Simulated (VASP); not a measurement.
Here is a VASP 6.6.1 calculation.

File INCAR:

```
PREC = Accurate
ENCUT = 520
EDIFF = 1E-7
ISMEAR = 0
SIGMA = 0.02
LREAL = F
LASPH = T
NELM = 80
ALGO = Normal
ISIF = 2
LWAVE = F
LCHARG = F
GGA = PE
NBANDS = 31
```

The input KPOINTS:

```
Automatic mesh
0
Gamma
  8 8 4
```

POSCAR

```
Be3CdTe4
1.0
    4.1263674493      0.0000000000      0.0000000000
    0.0000000000      4.1263674493      0.0000000000
    0.0000000000      0.0000000000     12.0706527224
Be Cd Te
3 1 4
Direct
    0.0000000000      0.0000000000      0.5000000000
    0.5000000000      0.5000000000      0.7298086670
    0.5000000000      0.5000000000      0.2701913330
    0.0000000000      0.0000000000      0.0000000000
    0.0000000000      0.5000000000      0.6145910232
    0.5000000000      0.0000000000      0.3854089768
    0.5000000000      0.0000000000      0.8418263268
    0.0000000000      0.5000000000      0.1581736732
```

Potentials or basis: VASP PAW PBE potentials, release 64 (Be, Cd, Te).

Run with:

```sh
$ cat potpaw_PBE.64/Be/POTCAR potpaw_PBE.64/Cd/POTCAR potpaw_PBE.64/Te/POTCAR > POTCAR
$ mpirun -np 1 vasp_std > vasp.out
```

What does it give for the pressure?

0.1 GPa.

Predict the largest force.

0.008 eV/Å.

Predict the band gap on the k mesh.

1.79 eV (least direct gap 1.87 eV).

Forces on the atoms (eV/Å):
```
Be   0.000  0.000  0.000
Be   0.000  0.000 -0.001
Be   0.000  0.000  0.001
Cd   0.000  0.000  0.000
Te   0.000  0.000  0.003
Te   0.000  0.000 -0.003
Te   0.000  0.000 -0.008
Te   0.000  0.000  0.008
```

Caveat: spin-orbit coupling is left out, which moves the levels of the heavy elements. A k mesh can miss the band edges.
